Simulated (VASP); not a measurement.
Set up this calculation in VASP 6.6.1, as the native input.

| Item | Value |
| --- | --- |
| Task | relaxation of cell and atoms |
| Functional | PBEsol |
| Potentials or basis | VASP PAW PBE potentials, release 64 (Pt) |
| Cutoff | 600 eV |
| k mesh | 20 × 20 × 20 |
| Occupations | methfessel-paxton, width 0.1 eV |
| Spin | no spin polarisation |
| Dipole correction | no |
| Further INCAR settings | ALGO = Fast; EDIFF = 1e-06; IBRION = 2; EDIFFG = -0.01; NSW = 80; ISIF = 3 |

The structure of Pt lies in POSCAR:

```
Pt
1.0
    0.0000000000      1.9609000000      1.9609000000
    1.9609000000      0.0000000000      1.9609000000
    1.9609000000      1.9609000000      0.0000000000
Pt
1
Direct
    0.0000000000      0.0000000000      0.0000000000
```

One way to write it, as run:

INCAR

```
SYSTEM = Pt
PREC     = Accurate       ! precision mode
ENCUT    = 600            ! plane-wave cutoff, eV
EDIFF    = 1E-6           ! SCF threshold, eV
ISMEAR   = 1              ! smearing method
SIGMA    = 0.1            ! smearing width, eV
LREAL    = .FALSE.        ! projectors in reciprocal space
LASPH    = .TRUE.         ! aspherical terms in the spheres
NELM     = 100            ! most SCF steps
ALGO     = Fast           ! electronic algorithm
ISIF     = 3              ! what is computed and relaxed
LWAVE    = .FALSE.        ! write WAVECAR
LCHARG   = .FALSE.        ! write CHGCAR
GGA      = PS             ! functional
IBRION   = 2              ! ionic algorithm
NSW      = 80             ! ionic steps
EDIFFG   = -0.01          ! ionic threshold
```

KPOINTS

```
regular mesh
0
G
  20 20 20
  0 0 0
```

Potentials or basis: VASP PAW PBE potentials, release 64 (Pt).

Command:

```bash
$ cat potpaw_PBE.64/Pt/POTCAR > POTCAR
$ mpirun -np 1 vasp_std > vasp.out
```

Results of the run:

| Item | Value |
| --- | --- |
| Relaxed volume | 15.02 Å³/atom |
| Relaxed cell | a = 2.769 Å, b = 2.769 Å, c = 2.769 Å, α = 60.00°, β = 60.00°, γ = 60.00° |
| Space group after relaxing (to 0.1 Å) | Fm-3m (No. 225) |
| Energy gained by relaxing | 0.3 meV/atom |
| Ionic steps | 3 |
| Pressure after relaxing | 0.0 GPa |
| Band gap on the k mesh | zero (bands 5 and 6 overlap by 2.25 eV) |

Caveat: the PAW data sets were made with another functional, which shifts forces and pressure a little; spin-orbit coupling is left out, which moves the levels of the heavy elements.

Run time: 100 s on 1 thread of Intel Xeon 8259CL, on a shared host, peak memory 0.19 GiB.
